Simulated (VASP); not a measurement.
ReF3:

```
Re F
1.0
     4.07274    0.00000    0.00000
     0.00000    4.07274    0.00000
     0.00000    0.00000    4.07274
Re F
1 3
Direct
  0.00000 0.00000 0.00000
  0.50000 0.00000 0.00000
  0.00000 0.00000 0.50000
  0.00000 0.50000 0.00000
```

Base run:

| Quantity | Value |
| --- | --- |
| Program | VASP 6.6.1 |
| Functional | PBE |
| Potentials or basis | VASP PAW PBE potentials, release 64 (Re, F) |
| Cutoff | 520 eV |
| k mesh | 10 × 10 × 10 |
| Occupations | gaussian, width 0.05 eV |
| Spin | collinear spin, ferromagnetic start |
| Starting moments | [1.13, 0.0, 0.0, 0.0] μB |

Its results: band gap on the k mesh zero (filled and empty bands overlap); pressure 0.8 GPa.

Problem. The run is repeated on the same cell with these changes: spin from collinear spin, ferromagnetic start to no spin polarisation; further incar settings from ALGO = Normal; EDIFF = 1e-06; NBANDS = 26 to ALGO = Normal; EDIFF = 1e-07; NBANDS = 22. What comes out?

Solution. Band gap on the k mesh zero (band 14 reaches 2.37 eV, above the bottom of band 15 at 0.16 eV); pressure -1.7 GPa.

Caveats: spin-orbit coupling is left out, which moves the levels of the heavy elements.
